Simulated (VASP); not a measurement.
Input of a VASP 6.6.1 run:

INCAR

```
PREC = Accurate ; ENCUT = 520
EDIFF = 1E-6 ; ISMEAR = 0
SIGMA = 0.05 ; LREAL = F
LASPH = T ; NELM = 80
ALGO = Normal ; ISIF = 2
LWAVE = F ; LCHARG = F
GGA = CA ; NBANDS = 15
```

KPOINTS

```
Automatic mesh
0
Gamma
  8 8 8
```

The input POSCAR:

```
KF
1.0
    0.0552154060      2.5958015737      2.5958015737
    2.5958015737      0.0552154060      2.5958015737
    2.5958015737      2.5958015737      0.0552154060
K F
1 1
Direct
    0.0000000000      0.0000000000      0.0000000000
    0.5000000000      0.5000000000      0.5000000000
```

Potentials or basis: VASP PAW LDA potentials, release 64 (K_sv, F).

Run with:

```console
$ cat potpaw_LDA.64/K_sv/POTCAR potpaw_LDA.64/F/POTCAR > POTCAR
$ mpirun -np 1 vasp_std > vasp.out
```

(1) What does it give for the pressure?

(2) Predict the band gap on the k mesh.

Results:

(1) 0.9 GPa.

(2) 6.42 eV, direct.
